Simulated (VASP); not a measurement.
# Ba (Im-3m) in VASP: further runs

Ba is run at these levels: PBE; tasks: single point, relaxation of cell and atoms.

Program: VASP 6.6.1. These are calculated values, not measurements. Logs are shortened: lines on timing, memory, paths and dates and some standing lists are left out, and cuts for length are marked.

## 1. The cell of the first run

The structure is cubic, space group Im-3m (No. 229). The conventional cell has a = 5.025 Å, b = 5.025 Å, c = 5.025 Å, α = 90.00°, β = 90.00°, γ = 90.00°. Within 5.7 Å of Ba (site symmetry m-3m) lie 14 Ba at 4.35 to 5.02 Å.

## 2. Single point, PBE

File INCAR:

```
SYSTEM = Ba
PREC = Accurate ; ENCUT = 520
EDIFF = 1E-6 ; ISMEAR = -1
SIGMA = 0.1 ; LREAL = .False.
LASPH = .True. ; NELM = 60
ALGO = Normal ; ISIF = 2
LWAVE = .False. ; LCHARG = .False.
GGA = PE ; NBANDS = 11
```

File KPOINTS:

```
Automatic mesh
0
Gamma
  12 12 12
  0 0 0
```

File POSCAR:

```
Ba
1.0
   -2.5124974217      2.5124974217      2.5124974217
    2.5124974217     -2.5124974217      2.5124974217
    2.5124974217      2.5124974217     -2.5124974217
Ba
1
Direct
    0.0000000000      0.0000000000      0.0000000000
```

Potentials or basis: VASP PAW PBE potentials, release 64 (Ba_sv).

Run with:

```bash
> cat potpaw_PBE.64/Ba_sv/POTCAR > POTCAR
> mpirun -np 1 vasp_std > vasp.out
```

OUTCAR:

```text
SYSTEM = Ba
   PREC = Accurate
   ENCUT = 520
   EDIFF = 1E-6
   ISMEAR = -1
   LREAL = .False.
   LASPH = .True.
   NELM = 60
   ISIF = 2
   GGA = PE

 ion  position               nearest neighbor table
   1  0.000  0.000  0.000-

  LATTYP: Found a body centered cubic cell.
 ALAT       =     5.0249948434

  Lattice vectors:

 A1 = (  -2.5124974217,   2.5124974217,   2.5124974217)
 A2 = (   2.5124974217,  -2.5124974217,   2.5124974217)
 A3 = (   2.5124974217,   2.5124974217,  -2.5124974217)

Analysis of symmetry for initial positions (statically):
=====================================================================
 Subroutine PRICEL returns:
 Original cell was already a primitive cell.

 Routine SETGRP: Setting up the symmetry group for a
 body centered cubic supercell.

 Subroutine GETGRP returns: Found 48 space group operations
 (whereof 48 operations were pure point group operations)
 out of a pool of 48 trial point group operations.

The static configuration has the point symmetry O_h .

Analysis of symmetry for dynamics (positions and initial velocities):
=====================================================================
 Subroutine PRICEL returns:
 Original cell was already a primitive cell.

 Routine SETGRP: Setting up the symmetry group for a
 body centered cubic supercell.

 Subroutine GETGRP returns: Found 48 space group operations
 (whereof 48 operations were pure point group operations)
 out of a pool of 48 trial point group operations.

The dynamic configuration has the point symmetry O_h .

 Subroutine INISYM returns: Found 48 space group operations
 (whereof 48 operations are pure point group operations),
 and found     1 'primitive' translations

----------------------------------------------------------------------------------------

                                     Primitive cell

  volume of cell :      63.4420

  direct lattice vectors                    reciprocal lattice vectors
    -2.512497422  2.512497422  2.512497422     0.000000000  0.199005179  0.199005179
     2.512497422 -2.512497422  2.512497422     0.199005179  0.000000000  0.199005179
     2.512497422  2.512497422 -2.512497422     0.199005179  0.199005179  0.000000000

  length of vectors
     4.351773188  4.351773188  4.351773188     0.281435824  0.281435824  0.281435824

  position of ions in fractional coordinates (direct lattice)
     0.000000000  0.000000000  0.000000000

  ion indices of the primitive-cell ions
   primitive index   ion index
                 1           1

----------------------------------------------------------------------------------------

 KPOINTS: Automatic mesh

Automatic generation of k-mesh.
 Grid dimensions read from file:
 generate k-points for:   12   12   12

 Generating k-lattice:

  Cartesian coordinates                     Fractional coordinates (reciprocal lattice)
     0.000000000  0.016583765  0.016583765     0.083333333  0.000000000  0.000000000
     0.016583765  0.000000000  0.016583765     0.000000000  0.083333333  0.000000000
     0.016583765  0.016583765  0.000000000     0.000000000  0.000000000  0.083333333

  Length of vectors
     0.023452985  0.023452985  0.023452985

  Shift w.r.t. Gamma in fractional coordinates (k-lattice)
     0.000000000  0.000000000  0.000000000

 Subroutine IBZKPT returns following result:
 ===========================================

 Found     72 irreducible k-points:

 Following reciprocal coordinates:
            Coordinates               Weight
  0.000000  0.000000  0.000000      1.000000
  0.083333  0.000000  0.000000     12.000000
  0.166667  0.000000  0.000000     12.000000
  0.250000  0.000000  0.000000     12.000000
  0.333333  0.000000  0.000000     12.000000
  0.416667  0.000000  0.000000     12.000000
[... 16 lines left out ...]
  0.333333  0.083333  0.083333     24.000000
  0.416667  0.083333  0.083333     12.000000
 [... further k-points ...]
   k-points           NKPTS =     72   k-points in BZ     NKDIM =     72   number of bands    NBANDS=     11
   number of dos      NEDOS =    301   number of ions     NIONS =      1
   total plane-waves  NPLWV =  32768
   dimension x,y,z NGX =    32 NGY =   32 NGZ =   32
   dimension x,y,z NGXF=    64 NGYF=   64 NGZF=   64
   ions per type =               1
   NGX,Y,Z   is equivalent  to a cutoff of  12.22, 12.22, 12.22 a.u.
   NGXF,Y,Z  is equivalent  to a cutoff of  24.45, 24.45, 24.45 a.u.
 SYSTEM =  Ba
   PREC   = accura    normal or accurate (medium, high low for compatibility)
   ISTART =      0    job   : 0-new  1-cont  2-samecut
   ICHARG =      2    charge: 1-file 2-atom 10-const
   ISPIN  =      1    spin polarized calculation?
   LNONCOLLINEAR =      F non collinear calculations
   LSORBIT =      F    spin-orbit coupling
   LASPH  =      T    aspherical Exc in radial PAW
   ENCUT  =  520.0 eV  38.22 Ry    6.18 a.u.   8.09  8.09  8.09*2*pi/ulx,y,z
   NELM   =     60;   NELMIN=  2; NELMDL= -5     # of ELM steps
   EDIFF  = 0.1E-05   stopping-criterion for ELM
   LREAL  =      F    real-space projection
   EDIFFG = 0.1E-04   stopping-criterion for IOM
   NSW    =      0    number of steps for IOM
   IBRION =     -1    ionic relax: 0-MD 1-quasi-New 2-CG
   NFREE  =      0    steps in history (QN), initial steepest desc. (CG)
   ISIF   =      2    stress and relaxation
   ISYM   =      2    0-nonsym 1-usesym 2-fastsym
   POTIM  = 0.5000    time-step for ionic-motion
   TEBEG  =    0.0;   TEEND  =   0.0 temperature during run
   PSTRESS=    0.0 pullay stress
   NELECT =      10.0000    total number of electrons
   NUPDOWN=      -1.0000    fix difference up-down
   EMIN   =  10.00;   EMAX   =-10.00  energy-range for DOS
   EFERMI =   0.00;   METHOD = LEGACY
   ISMEAR =    -1;   SIGMA  =   0.10  broadening in eV -4-tet -1-fermi 0-gaus
   EFERMI_NEDOS =   21; number of points for ismear=-14 and -15
   IALGO  =     38    algorithm
   IMIX   =      4    mixing-type and parameters
     AMIX     =   0.40;   BMIX     =  1.00
     AMIX_MAG =   1.60;   BMIX_MAG =  1.00
  volume/ion in A,a.u.               =      63.44       428.13
  Fermi-wavevector in a.u.,A,eV,Ry     =   0.884333  1.671147 10.640368  0.782045
  Thomas-Fermi vector in A             =   2.005219
   LORBIT       =      0    0 simple, 1 ext, 2 COOP (PROOUT), +10 PAW based schemes
   GGA     = PE    functional components
   LHFCALC =     F    Hartree Fock is set to
   AEXX    =    0.0000 exact exchange contribution
   IVDW    =     0    specifies the selected vdW correction
   LEPSILON=     F    determine dielectric tensor
   LRPA    =     F    only Hartree local field effects (RPA)
 non-spin polarized calculation
  energy-cutoff  :      520.00
  volume of cell :       63.44
 maximum number of plane-waves:      1732
   NGX = 17   NGY = 17   NGZ = 17

 number of electron      10.0000000 magnetization

 Free energy of the ion-electron system (eV)
  ---------------------------------------------------
  ext. energy  EPLUGINS =         0.00000000
  ---------------------------------------------------
  free energy    TOTEN  =        -1.92896885 eV

  energy without entropy =       -1.88464428  energy(sigma->0) =       -1.90680656

 E-fermi :   1.6386     XC(G=0):  -7.3860

 val. band max:        1.6055684937   @ k =  -0.4167   0.5000   0.2500
 cond. band min:       1.6530958572   @ k =  -0.4167  -0.4167   0.1667
 fundamental gap:      0.0475273635
 Fermi energy:         1.6385700108

 k-point     1 :       0.0000    0.0000    0.0000
  band No.  band energies     occupation
      1     -27.2700      2.00000
      2     -12.2238      2.00000
      3     -12.2238      2.00000
      4     -12.2238      2.00000
      5      -1.1231      2.00000
      6       3.4473      0.00000
      7       3.4473      0.00000
      8       3.4473      0.00000
      9       4.8391      0.00000
     10       4.8391      0.00000
     11       8.5383      0.00000

 k-point     2 :       0.0833    0.0000    0.0000
  band No.  band energies     occupation
      1     -27.2672      2.00000
      2     -12.2562      2.00000
      3     -12.2338      2.00000
      4     -12.2240      2.00000
      5      -0.9940      2.00000
      6       3.3411      0.00000
      7       3.3905      0.00000
      8       3.5787      0.00000
      9       4.6682      0.00000
     10       4.8308      0.00000
     11       8.6854      0.00000

 k-point     3 :       0.1667    0.0000    0.0000
  band No.  band energies     occupation
      1     -27.2596      2.00000
      2     -12.3427      2.00000
      3     -12.2608      2.00000
      4     -12.2246      2.00000
      5      -0.6319      2.00000
      6       3.0845      0.00000
      7       3.1429      0.00000
      8       3.9662      0.00000
      9       4.5076      0.00000
     10       4.8333      0.00000
     11       8.9783      0.00000

 k-point     4 :       0.2500    0.0000    0.0000
  band No.  band energies     occupation
      1     -27.2491      2.00000
      2     -12.4570      2.00000
      3     -12.2972      2.00000
      4     -12.2253      2.00000
      5      -0.1187      2.00000
      6       2.7795      0.00002
      7       2.7895      0.00002
      8       4.5891      0.00000
      9       4.5979      0.00000
     10       4.8981      0.00000
     11       8.8435      0.00000

 k-point     5 :       0.3333    0.0000    0.0000
  band No.  band energies     occupation
      1     -27.2386      2.00000
      2     -12.5671      2.00000
      3     -12.3331      2.00000
      4     -12.2261      2.00000
      5       0.3829      1.99999
      6       2.5379      0.00025
      7       2.5834      0.00016
      8       4.7739      0.00000
      9       5.0522      0.00000
     10       5.4039      0.00000
     11       8.1676      0.00000
[... 211 lines left out ...]
 k-point    21 :       0.1667    0.0833    0.0833
  band No.  band energies     occupation
      1     -27.2459      2.00000
      2     -12.4897      2.00000
      3     -12.2875      2.00000
      4     -12.2501      2.00000
      5       0.0985      2.00000
      6       2.5868      0.00015
      7       2.6169      0.00011
      8       4.7278      0.00000
      9       4.9428      0.00000
     10       5.0369      0.00000
     11       9.1730      0.00000

 k-point    22 :       0.2500    0.0833    0.0833
  band No.  band energies     occupation
      1     -27.2366      2.00000
      2     -12.5699      2.00000
      3     -12.3362      2.00000
      4     -12.2533      2.00000
      5       0.6225      1.99992
      6       2.4033      0.00095
      7       2.4090      0.00090
      8       4.8663      0.00000
      9       5.1393      0.00000
     10       5.8227      0.00000
     11       8.4877      0.00000

 k-point    23 :       0.3333    0.0833    0.0833
  band No.  band energies     occupation
      1     -27.2298      2.00000
      2     -12.6243      2.00000
      3     -12.3746      2.00000
      4     -12.2557      2.00000
      5       0.9365      1.99821
      6       2.2721      0.00354
      7       2.5287      0.00027
      8       4.9517      0.00000
      9       5.3200      0.00000
     10       6.5806      0.00000
     11       7.7223      0.00000

 k-point    24 :       0.4167    0.0833    0.0833
  band No.  band energies     occupation
      1     -27.2273      2.00000
      2     -12.6434      2.00000
      3     -12.3890      2.00000
      4     -12.2565      2.00000
      5       1.0078      1.99636
      6       2.2279      0.00550
      7       2.6900      0.00005
      8       4.9325      0.00000
      9       5.4064      0.00000
     10       7.0781      0.00000
     11       7.2399      0.00000

 [... further k-points ...]

------------------------ aborting loop because EDIFF is reached ----------------------------------------

  FORCE on cell =-STRESS in cart. coord.  units (eV):
  Direction    XX          YY          ZZ          XY          YZ          ZX
  --------------------------------------------------------------------------------------
  -------------------------------------------------------------------------------------
  Total        0.0171757      0.0171757      0.0171757     -0.0000000     -0.0000000     -0.0000000
  in kB        0.4337578      0.4337578      0.4337578     -0.0000000     -0.0000000     -0.0000000
  external PRESSURE =       0.4337578 kB  Pullay stress =       0.0000000 kB

 VOLUME and BASIS-vectors are now :
 -----------------------------------------------------------------------------
  energy-cutoff  :      520.00
  volume of cell :       63.44
      direct lattice vectors                 reciprocal lattice vectors
    -2.512497422  2.512497422  2.512497422     0.000000000  0.199005179  0.199005179
     2.512497422 -2.512497422  2.512497422     0.199005179  0.000000000  0.199005179
     2.512497422  2.512497422 -2.512497422     0.199005179  0.199005179  0.000000000

 POSITION                                       TOTAL-FORCE (eV/Angst)
 -----------------------------------------------------------------------------------
      0.00000      0.00000      0.00000        -0.000000      0.000000      0.000000
 -----------------------------------------------------------------------------------
    total drift:                                0.000000      0.000000     -0.000000

  FREE ENERGIE OF THE ION-ELECTRON SYSTEM (eV)
  ---------------------------------------------------
  free  energy   TOTEN  =        -1.9289688452 eV

  energy  without entropy=       -1.8846442827  energy(sigma->0) =       -1.90680656
```

Wall time 23 s (1 thread of Oxide Virtual Turin-like, shared host); peak memory 0.17 GiB.

Results:

```
Free energy            : -1.9290 eV
Pressure               : 0.0 GPa
Band gap on the k mesh : zero (bands 5 and 6 overlap by 1.05 eV)
```

Levels at points of the mesh, in eV from the Fermi level:
| k point | band 1 | band 2 | band 3 | band 4 | band 5 | band 6 | band 7 | band 8 | band 9 | band 10 |
| --- | --- | --- | --- | --- | --- | --- | --- | --- | --- | --- |
| (0.00, 0.00, 0.00) | -28.91 | -13.86 | -13.86 | -13.86 | -2.76 | 1.81 | 1.81 | 1.81 | 3.20 | 3.20 |
| (0.50, 0.00, 0.00) | -28.87 | -14.31 | -14.01 | -13.87 | -0.90 | 0.68 | 1.21 | 3.17 | 3.74 | 5.17 |
| (0.50, 0.50, 0.50) | -28.84 | -14.17 | -14.17 | -14.17 | -0.55 | -0.55 | 4.31 | 4.31 | 4.31 | 4.68 |

Caveat: spin-orbit coupling is left out, which moves the levels of the heavy elements.

## 3. Relaxation of cell and atoms, PBE

File INCAR:

```
SYSTEM = Ba
PREC = Accurate
ENCUT = 600
EDIFF = 1E-6
ISMEAR = -1
SIGMA = 0.1
LREAL = .False.
LASPH = .True.
NELM = 60
ALGO = Normal
ISIF = 3
LWAVE = .False.
LCHARG = .False.
GGA = PE
IBRION = 2
NSW = 60
EDIFFG = -0.005
```

KPOINTS is that of step 2.

POSCAR is that of step 2.

Potentials or basis: VASP PAW PBE potentials, release 64 (Ba_sv).

Run with:

```bash
> cat potpaw_PBE.64/Ba_sv/POTCAR > POTCAR
> mpirun -np 1 vasp_std > vasp.out
```

Run time: 47 s. Hardware: 1 thread of Oxide Virtual Turin-like, shared host; peak memory 0.19 GiB.

The run converged. Its results:

```
Free energy                           : -1.9291 eV
Relaxed volume                        : 63.59 Å³/atom
Relaxed cell                          : a = 4.355 Å, b = 4.355 Å, c = 4.355 Å, α = 109.47°, β = 109.47°, γ = 109.47°
Space group after relaxing (to 0.1 Å) : Im-3m (No. 229)
Energy gained by relaxing             : 0.0 meV/atom
Ionic steps                           : 2
Pressure after relaxing               : 0.0 GPa
Band gap on the k mesh                : zero (bands 5 and 6 overlap by 1.04 eV)
```

Final structure:
```cif
data_structure
_symmetry_space_group_name_H-M 'P 1'
_symmetry_Int_Tables_number 1
_cell_length_a 4.3552
_cell_length_b 4.3552
_cell_length_c 4.3552
_cell_angle_alpha 109.471
_cell_angle_beta 109.471
_cell_angle_gamma 109.471
_cell_volume 63.59
loop_
_atom_site_label
_atom_site_type_symbol
_atom_site_fract_x
_atom_site_fract_y
_atom_site_fract_z
_atom_site_occupancy
Ba1 Ba 0.00000 0.00000 0.00000 1
```

Levels at points of the mesh, in eV from the Fermi level:
| k point | band 3 | band 4 | band 5 | band 6 | band 7 | band 8 |
| --- | --- | --- | --- | --- | --- | --- |
| (0.00, 0.00, 0.00) | -13.87 | -13.87 | -2.76 | 1.81 | 1.81 | 1.81 |
| (0.50, 0.00, 0.00) | -14.01 | -13.87 | -0.90 | 0.68 | 1.21 | 3.16 |
| (0.50, 0.50, 0.50) | -14.18 | -14.18 | -0.55 | -0.55 | 4.30 | 4.30 |

Caveat: spin-orbit coupling is left out, which moves the levels of the heavy elements.

The gap in the log of VASP goes by the Fermi energy; the results here count the filled bands.